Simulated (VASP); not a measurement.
# MnS (P6_3mc) in VASP: further runs

MnS is run at these levels: PBE; tasks: single point.

Program: VASP 6.6.1. These are calculated values, not measurements. Logs are shortened: lines on timing, memory, paths and dates and some standing lists are left out, and cuts for length are marked.

## 1. The cell of the first run

It takes space group P6_3mc (No. 186, hexagonal). Conventional cell: a = 3.954 Å, b = 3.954 Å, c = 6.343 Å, α = 90.00°, β = 90.00°, γ = 120.00°. Mn (site symmetry 3m) has 4 S at 2.36 to 2.42 Å within 3.1 Å. S (site symmetry 3m) has 4 Mn at 2.36 to 2.42 Å within 3.1 Å.

## 2. Single point, PBE, collinear spin, ferromagnetic start

Contents of INCAR:

```
SYSTEM = MnS
PREC = Accurate ; ENCUT = 520
EDIFF = 1E-6 ; ISMEAR = -1
SIGMA = 0.05 ; LREAL = .FALSE.
LASPH = .TRUE. ; NELM = 150
ALGO = Normal ; ISIF = 2
LWAVE = .FALSE. ; LCHARG = .TRUE.
ISPIN = 2 ; MAGMOM = 1 1 0 0
LORBIT = 11 ; NUPDOWN = 2.0
LMAXMIX = 4 ; GGA = PE
LELF = .TRUE. ; LVHAR = .TRUE.
NBANDS = 31
```

Contents of KPOINTS:

```
regular mesh
0
G
  7 7 4
  0 0 0
```

Contents of POSCAR:

```
MnS
1.0
    3.9535769233      0.0000000000      0.0000000000
   -1.9767884617      3.4238980514      0.0000000000
    0.0000000000      0.0000000000      6.3425288600
Mn S
2 2
Direct
    0.6666666667      0.3333333333      0.4988446700
    0.3333333333      0.6666666667      0.9988446700
    0.3333333333      0.6666666667      0.6261543000
    0.6666666667      0.3333333333      0.1261543000
```

Potentials or basis: VASP PAW PBE potentials, release 64 (Mn_pv, S).

Started as:

```console
cat potpaw_PBE.64/Mn_pv/POTCAR potpaw_PBE.64/S/POTCAR > POTCAR
mpirun -np 1 vasp_std > vasp.out
```

OUTCAR:

```text
SYSTEM = MnS
   PREC = Accurate
   ENCUT = 520
   EDIFF = 1E-6
   ISMEAR = -1
   LREAL = .FALSE.
   LASPH = .TRUE.
   NELM = 150
   ISIF = 2
   ISPIN = 2
   LORBIT = 11
   NUPDOWN = 2.0
   GGA = PE

 ion  position               nearest neighbor table
   1  0.667  0.333  0.499-   4 2.36   3 2.42   3 2.42   3 2.42
   2  0.333  0.667  0.999-   3 2.36   4 2.42   4 2.42   4 2.42
   3  0.333  0.667  0.626-   2 2.36   1 2.42   1 2.42   1 2.42
   4  0.667  0.333  0.126-   1 2.36   2 2.42   2 2.42   2 2.42

  LATTYP: Found a hexagonal cell.
 ALAT       =     3.9535769233
 C/A-ratio  =     1.6042507792

  Lattice vectors:

 A1 = (   3.9535769233,   0.0000000000,   0.0000000000)
 A2 = (  -1.9767884617,   3.4238980514,   0.0000000000)
 A3 = (   0.0000000000,   0.0000000000,   6.3425288600)

Analysis of symmetry for initial positions (statically):
=====================================================================
 Subroutine PRICEL returns:
 Original cell was already a primitive cell.

 Routine SETGRP: Setting up the symmetry group for a
 hexagonal supercell.

 Subroutine GETGRP returns: Found 12 space group operations
 (whereof  6 operations were pure point group operations)
 out of a pool of 24 trial point group operations.

The static configuration has the point symmetry C_3v.
 The point group associated with its full space group is C_6v.

Analysis of symmetry for dynamics (positions and initial velocities):
=====================================================================
 Subroutine PRICEL returns:
 Original cell was already a primitive cell.

 Routine SETGRP: Setting up the symmetry group for a
 hexagonal supercell.

 Subroutine GETGRP returns: Found 12 space group operations
 (whereof  6 operations were pure point group operations)
 out of a pool of 24 trial point group operations.

The dynamic configuration has the point symmetry C_3v.
 The point group associated with its full space group is C_6v.

Analysis of structural, dynamic, and magnetic symmetry:
=====================================================================
 Subroutine PRICEL returns:
 Original cell was already a primitive cell.

 Routine SETGRP: Setting up the symmetry group for a
 hexagonal supercell.

 Subroutine GETGRP returns: Found 12 space group operations
 (whereof  6 operations were pure point group operations)
 out of a pool of 24 trial point group operations.

The overall configuration has the point symmetry C_3v.
 The point group associated with its full space group is C_6v.

 Subroutine INISYM returns: Found 12 space group operations
 (whereof  6 operations are pure point group operations),
 and found     1 'primitive' translations
[... 126 lines left out ...]
   IVDW    =     0    specifies the selected vdW correction
   LEPSILON=     F    determine dielectric tensor
   LRPA    =     F    only Hartree local field effects (RPA)
 spin polarized calculation
  energy-cutoff  :      520.00
  volume of cell :       85.86
 maximum number of plane-waves:      2340
 NGX is ok and might be reduce to    30
   NGX = 15   NGY = 15   NGZ = 23

 number of electron      37.9999987 magnetization       2.0000002

 Free energy of the ion-electron system (eV)
  ---------------------------------------------------
  ext. energy  EPLUGINS =         0.00000000
  ---------------------------------------------------
  free energy    TOTEN  =       -25.31373309 eV

  energy without entropy =      -25.24316193  energy(sigma->0) =      -25.27844751

 E-fermi :   4.3688     XC(G=0):  -9.5290

 val. band max:        4.3521277120   @ k =   0.4286   0.0000   0.2500
 cond. band min:       3.9821789861   @ k =   0.2857   0.2857   0.2500
 fundamental gap:     -0.3699487259
 Fermi energy:         3.9758751058

 spin component 1

 k-point     1 :       0.0000    0.0000    0.0000
  band No.  band energies     occupation
      1     -44.4112      1.00000
      2     -44.4066      1.00000
      3     -44.2241      1.00000
      4     -44.2241      1.00000
      5     -44.2233      1.00000
      6     -44.2233      1.00000
[... 805 lines left out ...]
     30      11.2094      0.00000
     31      12.9809      0.00000
 Fermi energy:         4.3688381406

 spin component 2

 k-point     1 :       0.0000    0.0000    0.0000
  band No.  band energies     occupation
      1     -43.2083      1.00000
      2     -43.2083      1.00000
      3     -43.2075      1.00000
      4     -43.2075      1.00000
      5     -43.1633      1.00000
      6     -43.1582      1.00000
[... 805 lines left out ...]
     30      11.3483      0.00000
     31      13.1076      0.00000

------------------------ aborting loop because EDIFF is reached ----------------------------------------

  FORCE on cell =-STRESS in cart. coord.  units (eV):
  Direction    XX          YY          ZZ          XY          YZ          ZX
  --------------------------------------------------------------------------------------
  -------------------------------------------------------------------------------------
  Total       -9.9395099     -9.9395099     -9.0025093      0.0000000     -0.0000000      0.0000000
  in kB     -185.4821334   -185.4821334   -167.9966761      0.0000000     -0.0000000      0.0000000
  external PRESSURE =    -179.6536476 kB  Pullay stress =       0.0000000 kB

 VOLUME and BASIS-vectors are now :
 -----------------------------------------------------------------------------
  energy-cutoff  :      520.00
  volume of cell :       85.86
      direct lattice vectors                 reciprocal lattice vectors
     3.953576923  0.000000000  0.000000000     0.252935511  0.146032385  0.000000000
    -1.976788462  3.423898051  0.000000000     0.000000000  0.292064771  0.000000000
     0.000000000  0.000000000  6.342528860     0.000000000  0.000000000  0.157665818

 POSITION                                       TOTAL-FORCE (eV/Angst)
 -----------------------------------------------------------------------------------
      1.97679      1.14130      3.16394        -0.000000      0.000000      0.118475
     -0.00000      2.28260      6.33520         0.000000     -0.000000      0.118475
     -0.00000      2.28260      3.97140        -0.000000      0.000000     -0.118475
      1.97679      1.14130      0.80014         0.000000     -0.000000     -0.118475
 -----------------------------------------------------------------------------------
    total drift:                                0.000000      0.000001      0.001720

  FREE ENERGIE OF THE ION-ELECTRON SYSTEM (eV)
  ---------------------------------------------------
  free  energy   TOTEN  =       -25.3137330930 eV

  energy  without entropy=      -25.2431619253  energy(sigma->0) =      -25.27844751

 total charge

# of ion       s       p       d       tot
------------------------------------------
    1        0.247   6.164   5.086  11.498
    2        0.247   6.164   5.086  11.498
    3        1.320   2.312   0.000   3.632
    4        1.320   2.312   0.000   3.632
--------------------------------------------------
tot          3.133  16.953  10.172  30.259

 magnetization (x)

# of ion       s       p       d       tot
------------------------------------------
    1        0.011   0.004   1.044   1.059
    2        0.011   0.004   1.044   1.059
    3       -0.002  -0.054   0.000  -0.056
    4       -0.002  -0.054   0.000  -0.056
--------------------------------------------------
tot          0.017  -0.099   2.088   2.006
```

OSZICAR:

```text
N       E                     dE             d eps       ncg     rms          rms(c)
DAV:   1     0.370346494794E+03    0.37035E+03   -0.20938E+04  3120   0.128E+03
DAV:   2    -0.144199552460E+01   -0.37179E+03   -0.35497E+03  3046   0.364E+02
DAV:   3    -0.278974452490E+02   -0.26455E+02   -0.25917E+02  3494   0.103E+02
DAV:   4    -0.285050012130E+02   -0.60756E+00   -0.60620E+00  3383   0.163E+01
DAV:   5    -0.285167794010E+02   -0.11778E-01   -0.11776E-01  3520   0.249E+00    0.160E+01
DAV:   6    -0.308819465402E+02   -0.23652E+01   -0.39118E+01  3235   0.544E+01    0.261E+01
DAV:   7    -0.253087252520E+02    0.55732E+01   -0.25980E+01  3270   0.444E+01    0.549E+00
DAV:   8    -0.253168535373E+02   -0.81283E-02   -0.11515E+00  3340   0.502E+00    0.188E+00
DAV:   9    -0.253111223665E+02    0.57312E-02   -0.11029E-01  3931   0.190E+00    0.773E-01
DAV:  10    -0.253116772660E+02   -0.55490E-03   -0.17715E-02  3347   0.953E-01    0.467E-01
DAV:  11    -0.253126999764E+02   -0.10227E-02   -0.79722E-03  4007   0.331E-01    0.304E-01
DAV:  12    -0.253133510126E+02   -0.65104E-03   -0.47731E-03  3353   0.262E-01    0.131E-01
DAV:  13    -0.253135973984E+02   -0.24639E-03   -0.16335E-03  3354   0.164E-01    0.728E-02
DAV:  14    -0.253136819318E+02   -0.84533E-04   -0.12037E-03  3594   0.116E-01    0.378E-02
DAV:  15    -0.253137193254E+02   -0.37394E-04   -0.11871E-04  3322   0.596E-02    0.308E-02
DAV:  16    -0.253137278994E+02   -0.85740E-05   -0.91442E-05  3580   0.352E-02    0.132E-02
DAV:  17    -0.253137323368E+02   -0.44374E-05   -0.75553E-06  2732   0.216E-02    0.597E-03
DAV:  18    -0.253137330930E+02   -0.75623E-06   -0.21344E-06  1817   0.737E-03
   1 F= -.25313733E+02 E0= -.25278448E+02  d E =-.705712E-01  mag=     2.0000
```

It took 92 s on 1 thread of Intel Xeon Platinum 8488C (Sapphire Rapids), shared host; peak memory 0.28 GiB.

What came out:

```yaml
Free_energy: -25.3137 eV
Pressure: -18.0 GPa
Largest_force: 0.118 eV/Å
Net_moment: 2.00 μB per cell
Site_moments: Mn +1.06; S -0.06 μB
Valence_electrons_inside_the_program's_atomic_spheres: Mn 11.50; S 3.63
```

Forces in eV/Å, atoms in the order of the input:
```
Mn   0.000  0.000  0.118
Mn   0.000  0.000  0.118
S    0.000  0.000 -0.118
S    0.000  0.000 -0.118
```

Caveat: the cell stands under tension; the total moment is fixed, so each spin has its own Fermi level; only a ferromagnetic start was run, and an antiferromagnetic order may lie lower in energy.

## 3. Single point, PBE, collinear spin, ferromagnetic start

Contents of INCAR:

```
  ALGO = Normal
  EDIFF = 1E-6
  ENCUT = 520
  GGA = PE
  ISIF = 2
  ISMEAR = -1
  ISPIN = 2
  LASPH = True
  LCHARG = False
  LMAXMIX = 4
  LORBIT = 11
  LREAL = False
  LWAVE = False
  MAGMOM = 2 2 0 0
  NBANDS = 31
  NELM = 150
  NUPDOWN = 4.0
  PREC = Accurate
  SIGMA = 0.05
```

Contents of KPOINTS:

```
k-points
0
Gamma
  7 7 4
```

POSCAR is that of step 2.

Potentials or basis: VASP PAW PBE potentials, release 64 (Mn_pv, S).

Started as:

```console
cat potpaw_PBE.64/Mn_pv/POTCAR potpaw_PBE.64/S/POTCAR > POTCAR
mpirun -np 1 vasp_std > vasp.out
```

Wall time 82 s (1 thread of Intel Xeon Platinum 8488C (Sapphire Rapids), shared host); peak memory 0.28 GiB.

Results (log left out):

```yaml
Free_energy: -25.9094 eV
Pressure: -15.6 GPa
Largest_force: 0.011 eV/Å
Net_moment: 4.00 μB per cell
Site_moments: Mn +2.07; S -0.11 μB
Valence_electrons_inside_the_program's_atomic_spheres: Mn 11.49; S 3.64
```

Forces on the atoms (eV/Å):
```
Mn   0.000  0.000 -0.011
Mn   0.000  0.000 -0.011
S    0.000  0.000  0.011
S    0.000  0.000  0.011
```

Stress tensor (GPa, compression positive):
```
-15.99   0.00   0.00
  0.00 -15.99   0.00
  0.00   0.00 -14.74
```

Caveat: the cell stands under tension; the total moment is fixed, so each spin has its own Fermi level; only a ferromagnetic start was run, and an antiferromagnetic order may lie lower in energy.

## 4. Single point, PBE, collinear spin, ferromagnetic start

Contents of INCAR:

```
PREC     = Accurate       # precision mode
ENCUT    = 520            # plane-wave cutoff, eV
EDIFF    = 1E-6           # SCF threshold, eV
ISMEAR   = -1             # smearing method
SIGMA    = 0.05           # smearing width, eV
LREAL    = False          # projectors in reciprocal space
LASPH    = True           # aspherical terms in the spheres
NELM     = 150            # most SCF steps
ALGO     = Normal         # electronic algorithm
ISIF     = 2              # what is computed and relaxed
LWAVE    = False          # write WAVECAR
LCHARG   = False          # write CHGCAR
ISPIN    = 2              # spin polarisation
MAGMOM   = 3 3 0 0        # initial moments
LORBIT   = 11             # projections on sites
NUPDOWN  = 6.0            # fixed moment
LMAXMIX  = 4              # l up to which the mixer works
GGA      = PE             # functional
NBANDS   = 31             # bands
```

Contents of KPOINTS:

```
regular mesh
0
Gamma
  7 7 4
```

POSCAR is that of step 3.

Started as:

```console
cat potpaw_PBE.64/Mn_pv/POTCAR potpaw_PBE.64/S/POTCAR > POTCAR
mpirun -np 1 vasp_std > vasp.out
```

Run time: 78 s. Hardware: 1 thread of Intel Xeon Platinum 8488C (Sapphire Rapids), shared host; peak memory 0.28 GiB.

Results (log left out):

| Property | Result |
| --- | --- |
| Free energy | -26.7571 eV |
| Pressure | -11.0 GPa |
| Largest force | 0.027 eV/Å |
| Net moment | 6.00 μB per cell |
| Site moments | Mn +2.95; S -0.10 μB |
| Valence electrons inside the program's atomic spheres | Mn 11.47; S 3.67 |

Forces on the atoms (eV/Å):
```
Mn   0.000  0.000 -0.027
Mn   0.000  0.000 -0.027
S    0.000  0.000  0.027
S    0.000  0.000  0.027
```

Stress tensor (GPa, compression positive):
```
-11.79   0.00   0.00
  0.00 -11.79   0.00
  0.00   0.00  -9.32
```

Caveat: the cell stands under tension; the total moment is fixed, so each spin has its own Fermi level; only a ferromagnetic start was run, and an antiferromagnetic order may lie lower in energy.

## 5. Single point, PBE, collinear spin, ferromagnetic start

Contents of INCAR:

```
PREC     = Accurate       # precision mode
ENCUT    = 520            # plane-wave cutoff, eV
EDIFF    = 1E-6           # SCF threshold, eV
ISMEAR   = -1             # smearing method
SIGMA    = 0.05           # smearing width, eV
LREAL    = F              # projectors in reciprocal space
LASPH    = T              # aspherical terms in the spheres
NELM     = 150            # most SCF steps
ALGO     = Normal         # electronic algorithm
ISIF     = 2              # what is computed and relaxed
LWAVE    = F              # write WAVECAR
LCHARG   = F              # write CHGCAR
ISPIN    = 2              # spin polarisation
MAGMOM   = 4 4 0 0        # initial moments
LORBIT   = 11             # projections on sites
NUPDOWN  = 8.0            # fixed moment
LMAXMIX  = 4              # l up to which the mixer works
GGA      = PE             # functional
NBANDS   = 31             # bands
```

Contents of KPOINTS:

```
Automatic mesh
0
Gamma
  7 7 4
```

POSCAR is that of step 4.

Potentials or basis: VASP PAW PBE potentials, release 64 (Mn_pv, S).

Started as:

```console
cat potpaw_PBE.64/Mn_pv/POTCAR potpaw_PBE.64/S/POTCAR > POTCAR
mpirun -np 1 vasp_std > vasp.out
```

OUTCAR:

```text
PREC = Accurate
   ENCUT = 520
   EDIFF = 1E-6
   ISMEAR = -1
   LREAL = F
   LASPH = T
   NELM = 150
   ISIF = 2
   ISPIN = 2
   LORBIT = 11
   NUPDOWN = 8.0
   GGA = PE

 ion  position               nearest neighbor table
   1  0.667  0.333  0.499-   4 2.36   3 2.42   3 2.42   3 2.42
   2  0.333  0.667  0.999-   3 2.36   4 2.42   4 2.42   4 2.42
   3  0.333  0.667  0.626-   2 2.36   1 2.42   1 2.42   1 2.42
   4  0.667  0.333  0.126-   1 2.36   2 2.42   2 2.42   2 2.42

  LATTYP: Found a hexagonal cell.
 ALAT       =     3.9535769233
 C/A-ratio  =     1.6042507792

  Lattice vectors:

[... 1856 lines left out ...]
      direct lattice vectors                 reciprocal lattice vectors
     3.953576923  0.000000000  0.000000000     0.252935511  0.146032385  0.000000000
    -1.976788462  3.423898051  0.000000000     0.000000000  0.292064771  0.000000000
     0.000000000  0.000000000  6.342528860     0.000000000  0.000000000  0.157665818

 POSITION                                       TOTAL-FORCE (eV/Angst)
 -----------------------------------------------------------------------------------
      1.97679      1.14130      3.16394         0.000000     -0.000000      0.125218
     -0.00000      2.28260      6.33520        -0.000000      0.000000      0.125218
     -0.00000      2.28260      3.97140        -0.000000     -0.000000     -0.125218
      1.97679      1.14130      0.80014        -0.000000      0.000000     -0.125218
 -----------------------------------------------------------------------------------
    total drift:                                0.000000      0.000001      0.001676

  FREE ENERGIE OF THE ION-ELECTRON SYSTEM (eV)
  ---------------------------------------------------
  free  energy   TOTEN  =       -27.6334430512 eV

  energy  without entropy=      -27.5864293801  energy(sigma->0) =      -27.60993622

 total charge

# of ion       s       p       d       tot
------------------------------------------
    1        0.257   6.201   4.979  11.437
    2        0.257   6.201   4.979  11.437
    3        1.321   2.394   0.000   3.715
    4        1.321   2.394   0.000   3.715
--------------------------------------------------
tot          3.156  17.189   9.958  30.302

 magnetization (x)

# of ion       s       p       d       tot
------------------------------------------
    1        0.041   0.049   3.622   3.712
    2        0.041   0.049   3.622   3.712
    3        0.007  -0.035   0.000  -0.029
    4        0.007  -0.035   0.000  -0.029
--------------------------------------------------
tot          0.096   0.027   7.245   7.367
```

It took 80 s on 1 thread of Intel Xeon Platinum 8488C (Sapphire Rapids), shared host; peak memory 0.28 GiB.

What came out:

- Free energy: -27.6334 eV
- Pressure: -4.8 GPa
- Largest force: 0.125 eV/Å
- Net moment: 8.00 μB per cell
- Site moments: Mn +3.71; S -0.03 μB
- Valence electrons inside the program's atomic spheres: Mn 11.44; S 3.71

Forces on the atoms (eV/Å):
```
Mn   0.000  0.000  0.125
Mn   0.000  0.000  0.125
S    0.000  0.000 -0.125
S    0.000  0.000 -0.125
```

Stress tensor (GPa, compression positive):
```
-5.59  0.00  0.00
 0.00 -5.59  0.00
 0.00  0.00 -3.15
```

Caveat: the cell stands under tension; the total moment is fixed, so each spin has its own Fermi level; only a ferromagnetic start was run, and an antiferromagnetic order may lie lower in energy.

## 6. Single point, PBE, collinear spin, ferromagnetic start

Contents of INCAR:

```
SYSTEM = MnS
PREC = Accurate
ENCUT = 520
EDIFF = 1E-7
ISMEAR = -1
SIGMA = 0.05
LREAL = .False.
LASPH = .True.
NELM = 150
ALGO = Normal
ISIF = 2
LWAVE = .False.
LCHARG = .True.
ISPIN = 2
MAGMOM = 5 5 0 0
LORBIT = 11
NUPDOWN = 10.0
LMAXMIX = 4
GGA = PE
LELF = .True.
LVHAR = .True.
NBANDS = 31
```

Contents of KPOINTS:

```
regular mesh
0
Gamma
  7 7 4
  0 0 0
```

POSCAR is that of step 5.

Potentials or basis: VASP PAW PBE potentials, release 64 (Mn_pv, S).

Started as:

```console
cat potpaw_PBE.64/Mn_pv/POTCAR potpaw_PBE.64/S/POTCAR > POTCAR
mpirun -np 1 vasp_std > vasp.out
```

Run time: 87 s. Hardware: 1 thread of Intel Xeon Platinum 8488C (Sapphire Rapids), shared host; peak memory 0.28 GiB.

It converged, with:

- Free energy: -28.1377 eV
- Pressure: 3.5 GPa
- Largest force: 0.288 eV/Å
- Net moment: 10.00 μB per cell
- Site moments: Mn +4.36; S +0.11 μB
- Valence electrons inside the program's atomic spheres: Mn 11.39; S 3.78

Forces on the atoms (eV/Å):
```
Mn   0.000  0.000  0.288
Mn   0.000  0.000  0.288
S    0.000  0.000 -0.288
S    0.000  0.000 -0.288
```

Stress tensor (GPa, compression positive):
```
2.67 0.00 0.00
0.00 2.67 0.00
0.00 0.00 5.23
```

Caveat: the cell stands under pressure; the total moment is fixed, so each spin has its own Fermi level; only a ferromagnetic start was run, and an antiferromagnetic order may lie lower in energy.

## 7. Summary

| fixed moment (μB) | pressure (GPa) | moment (μB) | largest force (eV/Å) |
| --- | --- | --- | --- |
| 2.0 | -18.0 | 2.00 | 0.12 |
| 4.0 | -15.6 | 4.00 | 0.01 |
| 6.0 | -11.0 | 6.00 | 0.03 |
| 8.0 | -4.8 | 8.00 | 0.13 |
| 10.0 | 3.5 | 10.00 | 0.29 |

Alike in all rows: task single point; level PBE; potentials or basis VASP PAW PBE potentials, release 64 (Mn_pv, S); spin collinear, ferromagnetic start; cell as given; k mesh 7 × 7 × 4; cutoff (eV) 520; smearing fermi-dirac 0.05 eV.

Caveats: the total moment is fixed, so each spin has its own Fermi level; only a ferromagnetic start was run, and an antiferromagnetic order may lie lower in energy; the cell stands under tension (at least some runs); the cell stands under pressure (at least some runs).

Total energies depend on the potentials used, so only differences within one code and one set of settings carry meaning.
